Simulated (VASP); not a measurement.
Wanted: the native input for a VASP 6.6.1 run.

| Item | Value |
| --- | --- |
| Task | single point |
| Functional | BLYP |
| Dispersion | D3(BJ) |
| Potentials or basis | VASP PAW PBE potentials, release 64 (Pb_d, S) |
| Cutoff | 500 eV |
| k mesh | 2 × 4 × 7 |
| Occupations | methfessel-paxton, width 0.1 eV |
| Spin | no spin polarisation |
| Dipole correction | no |
| Further INCAR settings | ALGO = Normal; EDIFF = 1e-06; NBANDS = 17; ISYM = 0 |

The structure of PbS lies in POSCAR:

```
PbS
1.0
    2.1126617058      1.2197458045      3.4519162518
   -2.1126617058      1.2197458045      3.4519162518
    0.0000000000     -2.4394916091      3.4519162518
Pb S
1 1
Direct
    0.9805657800      0.9805657800      0.9805657800
    0.4750355500      0.4750355500      0.4750355500
```

One way to write it, as run:

INCAR

```
AGGAC = 1.0
AGGAX = 1.0
ALDAC = 0.0
ALDAX = 1.0
ALGO = Normal
EDIFF = 1E-6
ENCUT = 500
GGA = B5
GGA_COMPAT = False
ISIF = 2
ISMEAR = 1
ISYM = 0
IVDW = 12
LASPH = True
LCHARG = False
LREAL = False
LWAVE = False
NBANDS = 17
NELM = 120
PREC = Accurate
SIGMA = 0.1
VDW_A1 = 0.4298
VDW_A2 = 4.2359
VDW_S6 = 1.0
VDW_S8 = 2.6996
```

KPOINTS

```
k-points
0
Gamma
  2 4 7
```

Potentials or basis: VASP PAW PBE potentials, release 64 (Pb_d, S).

Command:

```bash
$ cat potpaw_PBE.64/Pb_d/POTCAR potpaw_PBE.64/S/POTCAR > POTCAR
$ mpirun -np 1 vasp_std > vasp.out
```

Results of the run:

- Pressure: 0.2 GPa
- Largest force: 0.003 eV/Å
- Dispersion energy per atom: -0.786 eV

Caveat: the k points lie up to 0.75 Å⁻¹ apart; the PAW data sets were made with another functional, which shifts forces and pressure a little.

Run time: 46 s on 1 thread of Intel Xeon 8259CL (shared host), peak memory 0.19 GiB.
